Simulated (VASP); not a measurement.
Here is a VASP 6.6.1 calculation.

File INCAR:

```
SYSTEM = Si
PREC = Accurate
ENCUT = 500
EDIFF = 1E-6
ISMEAR = 0
SIGMA = 0.02
LREAL = .FALSE.
LASPH = .TRUE.
NELM = 120
ALGO = Normal
ISIF = 2
LWAVE = .FALSE.
LCHARG = .FALSE.
GGA = PE
NBANDS = 11
GGA_COMPAT = .FALSE.
```

Contents of KPOINTS:

```
Automatic mesh
0
G
  10 10 10
  0 0 0
```

POSCAR

```
Si
1.0
    0.0000000000      2.7348308352      2.7348308352
    2.7348308352      0.0000000000      2.7348308352
    2.7348308352      2.7348308352      0.0000000000
Si
2
Direct
    0.0000000000      0.0000000000      0.0000000000
    0.2500000000      0.2500000000      0.2500000000
```

Potentials or basis: VASP PAW PBE potentials, release 64 (Si).

The run is started by

```console
$ cat potpaw_PBE.64/Si/POTCAR > POTCAR
$ mpirun -np 1 vasp_std > vasp.out
```

(1) Predict the band gap on the k mesh.

(2) Estimate the pressure.

Answers

(1) 0.62 eV, indirect (least direct gap 2.56 eV).

(2) 0.0 GPa.
